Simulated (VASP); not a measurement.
Slab: PtSe2, a slab with vacuum.

```
Se Pt
1.0
     3.77170    0.00000    0.00000
    -1.88585    3.26639    0.00000
     0.00000    0.00000   31.12162
Se Pt
2 1
Direct
  0.66667 0.33333 0.45886
  0.33333 0.66667 0.54114
  0.00000 0.00000 0.50000
```

Base run:

| Property | Result |
| --- | --- |
| Program | VASP 6.6.1 |
| Functional | PBE |
| Dispersion | D3(BJ) |
| Potentials or basis | VASP PAW PBE potentials, release 64 (Se, Pt) |
| Cutoff | 520 eV |
| k mesh | 6 × 6 × 1 |
| Occupations | gaussian, width 0.1 eV |
| Spin | no spin polarisation |

Its results: band gap on the k mesh 1.64 eV, indirect (least direct gap 1.75 eV); largest force 0.079 eV/Å.

Problem. The run is repeated on the same cell with these changes: k mesh from 6 × 6 × 1 to 12 × 12 × 1; occupations from gaussian, width 0.1 eV to gaussian, width 0.02 eV. What comes out?

Solution. Band gap on the k mesh 1.36 eV, indirect (least direct gap 1.49 eV); largest force 0.093 eV/Å.

Caveats: spin-orbit coupling is left out, which moves the levels of the heavy elements.

A k mesh can miss the band edges.
